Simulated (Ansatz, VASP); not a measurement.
## Al2Rh: VASP beside Ansatz

INCAR

```
PREC = Accurate ; ENCUT = 520
EDIFF = 1E-7 ; ISMEAR = 0
SIGMA = 0.1 ; LREAL = F
LASPH = T ; NELM = 150
ALGO = Fast ; ISIF = 2
LWAVE = F ; LCHARG = F
ISPIN = 2 ; MAGMOM = 0 0 1
LORBIT = 11 ; LMAXMIX = 4
GGA = PE ; NBANDS = 22
```

The input KPOINTS:

```
regular mesh
0
Gamma
  4 4 6
```

File POSCAR:

```
Al2Rh
1.0
    4.2522460397      0.0000000000      0.0000000000
    0.0000000000      4.2522460397      0.0000000000
    0.0000000000      0.0000000000      2.8169192550
Al Rh
2 1
Direct
    0.0000000000      0.5000000000      0.0000000000
    0.5000000000      0.0000000000      0.0000000000
    0.5000000000      0.5000000000      0.5000000000
```

Input for Ansatz:

```yaml
crystal:
  lattice:
    - [4.2522460397, 0.0, 0.0]
    - [0.0, 4.2522460397, 0.0]
    - [0.0, 0.0, 2.816919255]
  atoms:
    - { symbol: Al, position: [0.0, 0.5, 0.0] }
    - { symbol: Al, position: [0.5, 0.0, 0.0] }
    - { symbol: Rh, position: [0.5, 0.5, 0.5], spin: 1.0 }
basis:
  ecutwfc: 420
kpoints:
  mp_grid: { grid: [4, 4, 6] }
hamiltonian:
  xc: pbe
scf:
  occupations: { method: gaussian, width: 0.1 }
  lower_state_search: "off"
output:
  forces: true
  stress: true
  eigenvalues: true
  populations: true
magnetization:
  spin_polarized: true
```

Alike in both runs: task single point; functional PBE; k mesh 4 × 4 × 6; occupations gaussian, width 0.1 eV; collinear spin.

```csv
,VASP,Ansatz
version,VASP 6.6.1,Ansatz 0.2.0
potentials or method,"VASP PAW PBE potentials, release 64 (Al, Rh_pv), cutoff 520 eV","scalar-relativistic, plane waves, PAW"
valence electrons in the cell,21,23
```

|  | VASP | Ansatz | Ansatz less VASP |
| --- | --- | --- | --- |
| gap on the k mesh at the Fermi level (eV) | none | none | - |
| pressure (GPa) | 0.0 | 0.0 | 0.00 |
| net moment per atom (μB) | 0.00 | 0.00 | 0.000 |

A gap of «none» marks a metal or a gap that the smearing closes. The functional is the same, so the differences come from potentials, cutoffs and numerics. VASP's potentials hold 21 valence electrons a cell and Ansatz's 23, so a difference there can come from the potentials and not from the codes. Ansatz's warnings: seeded moment not kept.

The k mesh is coarse, so the values compare programs but aren't converged.
